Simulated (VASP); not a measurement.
# Sb2W in VASP: further runs

Aim: see how the results for Sb2W move with the level of theory and the settings. Levels: r2SCAN, PBE. Tasks: single point.

Program: VASP 6.6.1. These are calculated values, not measurements. Logs are shortened: lines on timing, memory, paths and dates and some standing lists are left out, and cuts for length are marked.

**1. The cell of the first run**

Symmetry: P-3m1, No. 164, trigonal system. The conventional cell has a = 3.465 Å, b = 3.465 Å, c = 6.717 Å, α = 90.00°, β = 90.00°, γ = 120.00°. Within 3.6 Å of W (site symmetry -3m) lie 6 Sb at 2.77 Å and 6 W at 3.46 Å. Within 3.6 Å of Sb (site symmetry 3m) lie 3 W at 2.77 Å and 9 Sb at 3.46 to 3.52 Å.

**2. Single point, r2SCAN**

POSCAR

```
Sb2W
1.0
    3.4649380352      0.0000000000      0.0000000000
   -1.7324690176      3.0007243611      0.0000000000
    0.0000000000      0.0000000000      6.7174239015
W Sb
1 2
Direct
    0.0000000000      0.0000000000      0.0000000000
    0.3333333333      0.6666666667      0.2847523219
    0.6666666667      0.3333333333      0.7152476781
```

INCAR.step1

```
  PREC = Accurate
  ENCUT = 520
  ISMEAR = 0
  SIGMA = 0.05
  LREAL = F
  LASPH = T
  NELM = 60
  NBANDS = 19
  GGA = PE
  ALGO = Normal
  EDIFF = 1E-4
  LWAVE = T
  LCHARG = F
```

INCAR.step2

```
  PREC = Accurate
  ENCUT = 520
  EDIFF = 1E-6
  ISMEAR = 0
  SIGMA = 0.05
  LREAL = F
  LASPH = T
  NELM = 60
  ALGO = Normal
  ISIF = 2
  LWAVE = F
  LCHARG = F
  METAGGA = R2SCAN
  LMIXTAU = T
  NBANDS = 19
  ISTART = 1
```

KPOINTS

```
regular mesh
0
Gamma
  12 12 6
```

Potentials or basis: VASP PAW PBE potentials, release 64 (W_sv, Sb).

On the command line:

```
$ cat potpaw_PBE.64/W_sv/POTCAR potpaw_PBE.64/Sb/POTCAR > POTCAR
$ cp INCAR.step1 INCAR
$ mpirun -np 1 vasp_std > vasp.out
$ cp INCAR.step2 INCAR
$ mpirun -np 1 vasp_std > vasp.out
```

OUTCAR:

```text
PREC = Accurate
   ENCUT = 520
   EDIFF = 1E-6
   ISMEAR = 0
   LREAL = F
   LASPH = T
   NELM = 60
   ISIF = 2
   METAGGA = R2SCAN
   ISTART = 1

 ion  position               nearest neighbor table
   1  0.000  0.000  0.000-   2 2.77   3 2.77   3 2.77   2 2.77   3 2.77   2 2.77
   2  0.333  0.667  0.285-   1 2.77   1 2.77   1 2.77   3 3.52   3 3.52   3 3.52
   3  0.667  0.333  0.715-   1 2.77   1 2.77   1 2.77   2 3.52   2 3.52   2 3.52

  LATTYP: Found a hexagonal cell.
 ALAT       =     3.4649380352
 C/A-ratio  =     1.9386851462

  Lattice vectors:

 A1 = (   3.4649380352,   0.0000000000,   0.0000000000)
 A2 = (  -1.7324690176,   3.0007243611,   0.0000000000)
 A3 = (   0.0000000000,   0.0000000000,   6.7174239015)

Analysis of symmetry for initial positions (statically):
=====================================================================
 Subroutine PRICEL returns:
 Original cell was already a primitive cell.

 Routine SETGRP: Setting up the symmetry group for a
 hexagonal supercell.

 Subroutine GETGRP returns: Found 12 space group operations
 (whereof 12 operations were pure point group operations)
 out of a pool of 24 trial point group operations.

The static configuration has the point symmetry D_3d.

Analysis of symmetry for dynamics (positions and initial velocities):
=====================================================================
 Subroutine PRICEL returns:
 Original cell was already a primitive cell.

 Routine SETGRP: Setting up the symmetry group for a
 hexagonal supercell.

 Subroutine GETGRP returns: Found 12 space group operations
 (whereof 12 operations were pure point group operations)
 out of a pool of 24 trial point group operations.

The dynamic configuration has the point symmetry D_3d.

 Subroutine INISYM returns: Found 12 space group operations
 (whereof 12 operations are pure point group operations),
 and found     1 'primitive' translations

----------------------------------------------------------------------------------------

                                     Primitive cell

  volume of cell :      69.8432

  direct lattice vectors                    reciprocal lattice vectors
     3.464938035  0.000000000  0.000000000     0.288605450  0.166626434  0.000000000
    -1.732469018  3.000724361  0.000000000     0.000000000  0.333252868  0.000000000
     0.000000000  0.000000000  6.717423902     0.000000000  0.000000000  0.148866592

  length of vectors
     3.464938035  3.464938035  6.717423902     0.333252868  0.333252868  0.148866592

  position of ions in fractional coordinates (direct lattice)
     0.000000000  0.000000000  0.000000000
     0.333333333  0.666666667  0.284752322
     0.666666667  0.333333333  0.715247678

  ion indices of the primitive-cell ions
   primitive index   ion index
                 1           1
                 2           2
                 3           3

----------------------------------------------------------------------------------------

 KPOINTS: regular mesh

Automatic generation of k-mesh.
 Grid dimensions read from file:
 generate k-points for:   12   12    6

 Generating k-lattice:

  Cartesian coordinates                     Fractional coordinates (reciprocal lattice)
     0.024050454  0.013885536  0.000000000     0.083333333 -0.000000000  0.000000000
     0.000000000  0.027771072  0.000000000     0.000000000  0.083333333  0.000000000
     0.000000000  0.000000000  0.024811099     0.000000000  0.000000000  0.166666667

  Length of vectors
     0.027771072  0.027771072  0.024811099

  Shift w.r.t. Gamma in fractional coordinates (k-lattice)
     0.000000000  0.000000000  0.000000000

 Subroutine IBZKPT returns following result:
 ===========================================

 Found    100 irreducible k-points:

 Following reciprocal coordinates:
            Coordinates               Weight
  0.000000  0.000000  0.000000      1.000000
  0.083333 -0.000000  0.000000      6.000000
  0.166667  0.000000  0.000000      6.000000
  0.250000 -0.000000  0.000000      6.000000
  0.333333  0.000000  0.000000      6.000000
  0.416667 -0.000000  0.000000      6.000000
[... 16 lines left out ...]
  0.166667  0.000000  0.166667      6.000000
  0.000000  0.166667  0.166667      6.000000
 [... further k-points ...]
   k-points           NKPTS =    100   k-points in BZ     NKDIM =    100   number of bands    NBANDS=     19
   number of dos      NEDOS =    301   number of ions     NIONS =      3
   total plane-waves  NPLWV =  39200
   dimension x,y,z NGX =    28 NGY =   28 NGZ =   50
   dimension x,y,z NGXF=    56 NGYF=   56 NGZF=  100
   ions per type =               1   2
   NGX,Y,Z   is equivalent  to a cutoff of  13.43, 13.43, 12.37 a.u.
   NGXF,Y,Z  is equivalent  to a cutoff of  26.87, 26.87, 24.75 a.u.
 SYSTEM =  unknown system
   PREC   = accura    normal or accurate (medium, high low for compatibility)
   ISTART =      1    job   : 0-new  1-cont  2-samecut
   ICHARG =      0    charge: 1-file 2-atom 10-const
   ISPIN  =      1    spin polarized calculation?
   LNONCOLLINEAR =      F non collinear calculations
   LSORBIT =      F    spin-orbit coupling
   LASPH  =      T    aspherical Exc in radial PAW
   ENCUT  =  520.0 eV  38.22 Ry    6.18 a.u.   6.44  6.44 12.49*2*pi/ulx,y,z
   NELM   =     60;   NELMIN=  2; NELMDL=  0     # of ELM steps
   EDIFF  = 0.1E-05   stopping-criterion for ELM
   LREAL  =      F    real-space projection
   EDIFFG = 0.1E-04   stopping-criterion for IOM
   NSW    =      0    number of steps for IOM
   IBRION =     -1    ionic relax: 0-MD 1-quasi-New 2-CG
   NFREE  =      0    steps in history (QN), initial steepest desc. (CG)
   ISIF   =      2    stress and relaxation
   ISYM   =      2    0-nonsym 1-usesym 2-fastsym
   POTIM  = 0.5000    time-step for ionic-motion
   TEBEG  =    0.0;   TEEND  =   0.0 temperature during run
   PSTRESS=    0.0 pullay stress
   NELECT =      24.0000    total number of electrons
   NUPDOWN=      -1.0000    fix difference up-down
   EMIN   =  10.00;   EMAX   =-10.00  energy-range for DOS
   EFERMI =   0.00;   METHOD = LEGACY
   ISMEAR =     0;   SIGMA  =   0.05  broadening in eV -4-tet -1-fermi 0-gaus
   EFERMI_NEDOS =   21; number of points for ismear=-14 and -15
   IALGO  =     38    algorithm
   IMIX   =      4    mixing-type and parameters
     AMIX     =   0.40;   BMIX     =  1.00
     AMIX_MAG =   1.60;   BMIX_MAG =  1.00
  volume/ion in A,a.u.               =      23.28       157.11
  Fermi-wavevector in a.u.,A,eV,Ry     =   1.146667  2.166886 17.889540  1.314844
  Thomas-Fermi vector in A             =   2.283350
   LORBIT       =      0    0 simple, 1 ext, 2 COOP (PROOUT), +10 PAW based schemes
   METAGGA = R2SCAN    functional components
   LHFCALC =     F    Hartree Fock is set to
   AEXX    =    0.0000 exact exchange contribution
   IVDW    =     0    specifies the selected vdW correction
   LEPSILON=     F    determine dielectric tensor
   LRPA    =     F    only Hartree local field effects (RPA)
 non-spin polarized calculation
 Gauss-broadening in eV      SIGMA  =   0.05
  energy-cutoff  :      520.00
  volume of cell :       69.84
 maximum number of plane-waves:      1932
 NGX is ok and might be reduce to    28
   NGX = 13   NGY = 13   NGZ = 25

 number of electron      24.0000001 magnetization

 Free energy of the ion-electron system (eV)
  ---------------------------------------------------
  ext. energy  EPLUGINS =         0.00000000
  ---------------------------------------------------
  free energy    TOTEN  =      -101.49233241 eV

  energy without entropy =     -101.49128892  energy(sigma->0) =     -101.49181067

 E-fermi :   8.7854     XC(G=0): -11.6323

 val. band max:        8.7547331235   @ k =  -0.0833   0.3333   0.1667
 cond. band min:       8.7921085321   @ k =   0.5000  -0.0000   0.5000
 fundamental gap:      0.0373754086
 Fermi energy:         8.7853577601

 k-point     1 :       0.0000    0.0000    0.0000
  band No.  band energies     occupation
      1     -67.1645      2.00000
      2     -30.7224      2.00000
      3     -30.7224      2.00000
      4     -30.6912      2.00000
      5      -4.0901      2.00000
      6      -1.6825      2.00000
[... 11 lines left out ...]
     18      16.3781      0.00000
     19      16.3872      0.00000

 k-point     2 :       0.0833   -0.0000    0.0000
  band No.  band energies     occupation
      1     -67.1642      2.00000
      2     -30.7317      2.00000
      3     -30.7246      2.00000
      4     -30.6894      2.00000
      5      -3.9613      2.00000
      6      -1.6064      2.00000
[... 11 lines left out ...]
     18      16.4247      0.00000
     19      17.0253      0.00000

 k-point     3 :       0.1667    0.0000    0.0000
  band No.  band energies     occupation
      1     -67.1632      2.00000
      2     -30.7568      2.00000
      3     -30.7307      2.00000
      4     -30.6844      2.00000
      5      -3.5801      2.00000
      6      -1.3847      2.00000
[... 11 lines left out ...]
     18      15.9633      0.00000
     19      17.1876      0.00000

 k-point     4 :       0.2500   -0.0000    0.0000
  band No.  band energies     occupation
      1     -67.1618      2.00000
      2     -30.7909      2.00000
      3     -30.7389      2.00000
      4     -30.6777      2.00000
      5      -2.9637      2.00000
      6      -1.0422      2.00000
[... 11 lines left out ...]
     18      15.2045      0.00000
     19      16.3471      0.00000

 k-point     5 :       0.3333    0.0000    0.0000
  band No.  band energies     occupation
      1     -67.1604      2.00000
      2     -30.8248      2.00000
      3     -30.7472      2.00000
      4     -30.6709      2.00000
      5      -2.1501      2.00000
      6      -0.6428      2.00000
[... 11 lines left out ...]
     18      15.3279      0.00000
     19      15.7208      0.00000

 k-point     6 :       0.4167   -0.0000    0.0000
  band No.  band energies     occupation
      1     -67.1594      2.00000
      2     -30.8494      2.00000
      3     -30.7532      2.00000
      4     -30.6659      2.00000
      5      -1.2373      2.00000
      6      -0.3431      2.00000
[... 11 lines left out ...]
     18      15.3634      0.00000
     19      15.5522      0.00000

 k-point     7 :       0.5000   -0.0000    0.0000
  band No.  band energies     occupation
      1     -67.1591      2.00000
      2     -30.8584      2.00000
      3     -30.7554      2.00000
      4     -30.6641      2.00000
      5      -0.5834      2.00000
      6      -0.4034      2.00000
[... 11 lines left out ...]
     18      15.1088      0.00000
     19      15.4543      0.00000

 k-point     8 :       0.0833    0.0833    0.0000
  band No.  band energies     occupation
      1     -67.1635      2.00000
      2     -30.7483      2.00000
      3     -30.7293      2.00000
      4     -30.6860      2.00000
      5      -3.7062      2.00000
      6      -1.4573      2.00000
[... 256 lines left out ...]
 k-point    20 :       0.0000    0.0000    0.1667
  band No.  band energies     occupation
      1     -67.1646      2.00000
      2     -30.7224      2.00000
      3     -30.7224      2.00000
      4     -30.6912      2.00000
      5      -3.9889      2.00000
      6      -1.9825      2.00000
[... 11 lines left out ...]
     18      16.3407      0.00000
     19      17.0140      0.00000

 k-point    21 :       0.0833   -0.0000    0.1667
  band No.  band energies     occupation
      1     -67.1642      2.00000
      2     -30.7316      2.00000
      3     -30.7246      2.00000
      4     -30.6894      2.00000
      5      -3.8606      2.00000
      6      -1.8968      2.00000
[... 11 lines left out ...]
     18      16.6259      0.00000
     19      17.4025      0.00000

 k-point    22 :       0.0000    0.0833    0.1667
  band No.  band energies     occupation
      1     -67.1642      2.00000
      2     -30.7316      2.00000
      3     -30.7246      2.00000
      4     -30.6894      2.00000
      5      -3.8616      2.00000
      6      -1.8936      2.00000
[... 11 lines left out ...]
     18      16.6073      0.00000
     19      16.9748      0.00000

 k-point    23 :       0.1667    0.0000    0.1667
  band No.  band energies     occupation
      1     -67.1632      2.00000
      2     -30.7568      2.00000
      3     -30.7307      2.00000
      4     -30.6844      2.00000
      5      -3.4792      2.00000
      6      -1.6540      2.00000
[... 11 lines left out ...]
     18      16.5844      0.00000
     19      17.2740      0.00000

 k-point    24 :       0.0000    0.1667    0.1667
  band No.  band energies     occupation
      1     -67.1632      2.00000
      2     -30.7568      2.00000
      3     -30.7307      2.00000
      4     -30.6844      2.00000
      5      -3.4878      2.00000
      6      -1.6275      2.00000
[... 11 lines left out ...]
     18      15.5933      0.00000
     19      16.7097      0.00000

 [... further k-points ...]
[... 5 lines left out ...]
  --------------------------------------------------------------------------------------
  -------------------------------------------------------------------------------------
  Total       -0.3960785     -0.3960785     -1.2200038      0.0000000      0.0000000     -0.0000000
  in kB       -9.0858900     -9.0858900    -27.9864249      0.0000000      0.0000000     -0.0000000
  external PRESSURE =     -15.3860683 kB  Pullay stress =       0.0000000 kB

 VOLUME and BASIS-vectors are now :
 -----------------------------------------------------------------------------
  energy-cutoff  :      520.00
  volume of cell :       69.84
      direct lattice vectors                 reciprocal lattice vectors
     3.464938035  0.000000000  0.000000000     0.288605450  0.166626434  0.000000000
    -1.732469018  3.000724361  0.000000000     0.000000000  0.333252868  0.000000000
     0.000000000  0.000000000  6.717423902     0.000000000  0.000000000  0.148866592

 POSITION                                       TOTAL-FORCE (eV/Angst)
 -----------------------------------------------------------------------------------
      0.00000      0.00000      0.00000         0.000000      0.000000      0.000000
     -0.00000      2.00048      1.91280         0.000000     -0.000000     -0.333980
      1.73247      1.00024      4.80462        -0.000000      0.000000      0.333980
 -----------------------------------------------------------------------------------
    total drift:                               -0.000000      0.000000      0.000000

  FREE ENERGIE OF THE ION-ELECTRON SYSTEM (eV)
  ---------------------------------------------------
  free  energy   TOTEN  =      -101.4923324099 eV

  energy  without entropy=     -101.4912889231  energy(sigma->0) =     -101.49181067
```

Run time: 2.9 min. Hardware: 1 thread of Intel Xeon 6975P-C (Granite Rapids), shared host; peak memory 0.3 GiB.

Results:

```yaml
Free_energy: -101.4923 eV
Pressure: -1.5 GPa
Largest_force: 0.334 eV/Å
Band_gap_on_the_k_mesh: zero (band 12 reaches 8.80 eV, above the bottom of band 13 at 8.62 eV)
```

Forces in eV/Å, atoms in the order of the input:
```
W    0.000  0.000  0.000
Sb   0.000  0.000 -0.334
Sb   0.000  0.000  0.334
```

Caveat: the PAW data sets were made with another functional, which shifts forces and pressure a little; spin-orbit coupling is left out, which moves the levels of the heavy elements.

**3. Single point, PBE (atom 1 (W) moved 0.05 Å along x)**

INCAR

```
SYSTEM = Sb2W
ALGO = Normal ; EDIFF = 1E-7
ENCUT = 520 ; GGA = PE
ISIF = 2 ; ISMEAR = 0
LASPH = .TRUE. ; LCHARG = .TRUE.
LELF = .TRUE. ; LREAL = .FALSE.
LVHAR = .TRUE. ; LWAVE = .FALSE.
NBANDS = 19 ; NELM = 100
PREC = Accurate ; SIGMA = 0.05
```

KPOINTS

```
k-points
0
G
  12 12 6
  0 0 0
```

Edit POSCAR of step 2 so:

```diff
@@ -8,3 +8,3 @@
 Direct
-    0.0000000000      0.0000000000      0.0000000000
+    0.0144302725      0.0000000000      0.0000000000
     0.3333333333      0.6666666667      0.2847523219
```

Potentials or basis: VASP PAW PBE potentials, release 64 (W_sv, Sb).

On the command line:

```
$ cat potpaw_PBE.64/W_sv/POTCAR potpaw_PBE.64/Sb/POTCAR > POTCAR
$ mpirun -np 1 vasp_std > vasp.out
```

It took 2 min on 1 thread of Intel Xeon 6975P-C (Granite Rapids), shared host; peak memory 0.44 GiB.

It converged, with:

```yaml
Free_energy: -20.0965 eV
Pressure: 0.0 GPa
Largest_force: 0.302 eV/Å
Band_gap_on_the_k_mesh: zero (band 12 reaches 8.96 eV, above the bottom of band 13 at 8.64 eV)
```

Forces on the atoms (eV/Å):
```
W   -0.302  0.000  0.000
Sb   0.151 -0.009  0.022
Sb   0.151  0.009 -0.022
```

Stress tensor (GPa, compression positive):
```
 0.04  0.00  0.00
 0.00  0.03 -0.09
 0.00 -0.09  0.00
```

Levels at points of the mesh, in eV from the Fermi level:
| k point | band 9 | band 10 | band 11 | band 12 | band 13 | band 14 | band 15 | band 16 |
| --- | --- | --- | --- | --- | --- | --- | --- | --- |
| (0.00, 0.00, 0.00) | -1.52 | -1.30 | 0.03 | 0.03 | 1.32 | 3.98 | 3.98 | 5.18 |
| (0.50, 0.00, 0.00) | -3.18 | -2.26 | -1.64 | -0.66 | 0.56 | 1.72 | 1.76 | 2.81 |
| (0.00, 0.50, 0.00) | -3.18 | -2.27 | -1.63 | -0.67 | 0.58 | 1.73 | 1.76 | 2.81 |
| (0.00, 0.00, 0.50) | -1.49 | -1.48 | 0.02 | 0.03 | 0.75 | 3.43 | 3.43 | 6.06 |
| (0.50, 0.00, 0.50) | -3.15 | -1.86 | -1.81 | 0.09 | 1.50 | 1.76 | 2.38 | 3.56 |
| (0.00, 0.50, 0.50) | -3.15 | -1.86 | -1.81 | 0.08 | 1.51 | 1.76 | 2.39 | 3.54 |

Caveat: the cell differs from its parent crystal (atom 1 (W) moved 0.05 Å along x); spin-orbit coupling is left out, which moves the levels of the heavy elements.

**4. Single point, PBE (volume scaled by 0.980)**

INCAR

```
PREC = Accurate ; ENCUT = 520
EDIFF = 1E-6 ; ISMEAR = 0
SIGMA = 0.05 ; LREAL = F
LASPH = T ; NELM = 80
ALGO = Normal ; ISIF = 2
LWAVE = F ; LCHARG = F
GGA = PE ; NBANDS = 19
```

KPOINTS

```
Automatic mesh
0
Gamma
  12 12 6
```

POSCAR

```
Sb2W
1.0
    3.4596427218      0.0000000000      0.0000000000
   -1.7298213609      2.9961384851      0.0000000000
    0.0000000000      0.0000000000      6.6032428968
W Sb
1 2
Direct
    0.0000000000      0.0000000000      0.0000000000
    0.3333333333      0.6666666667      0.2885938760
    0.6666666667      0.3333333333      0.7114061240
```

On the command line:

```
$ cat potpaw_PBE.64/W_sv/POTCAR potpaw_PBE.64/Sb/POTCAR > POTCAR
$ mpirun -np 1 vasp_std > vasp.out
```

It used 91 s of CPU time on 1 thread of Intel Xeon 6975P-C (shared host).

Results (log left out):

```yaml
Free_energy: -20.1007 eV
Pressure: 1.0 GPa
Largest_force: 0.008 eV/Å
Band_gap_on_the_k_mesh: zero (band 12 reaches 9.36 eV, above the bottom of band 13 at 8.91 eV)
```

Forces on the atoms (eV/Å):
```
W    0.000  0.000  0.000
Sb   0.000  0.000  0.008
Sb   0.000  0.000 -0.008
```

Stress tensor (GPa, compression positive):
```
1.04 0.00 0.00
0.00 1.04 0.00
0.00 0.00 0.93
```

Levels at points of the mesh, in eV from the Fermi level:
| k point | band 8 | band 9 | band 10 | band 11 | band 12 | band 13 | band 14 | band 15 | band 16 | band 17 |
| --- | --- | --- | --- | --- | --- | --- | --- | --- | --- | --- |
| (0.00, 0.00, 0.00) | -1.56 | -1.56 | -1.30 | 0.02 | 0.02 | 1.61 | 3.98 | 3.98 | 5.10 | 5.10 |
| (0.50, 0.00, 0.00) | -3.94 | -3.23 | -2.34 | -1.66 | -0.65 | 0.43 | 1.77 | 1.78 | 2.82 | 5.56 |
| (0.00, 0.00, 0.50) | -3.31 | -1.52 | -1.52 | 0.02 | 0.02 | 0.92 | 3.33 | 3.33 | 6.15 | 6.15 |
| (0.50, 0.00, 0.50) | -5.06 | -3.20 | -1.93 | -1.86 | 0.20 | 1.53 | 1.77 | 2.41 | 3.61 | 3.61 |

Caveat: spin-orbit coupling is left out, which moves the levels of the heavy elements.

[end of part 1 of 2]
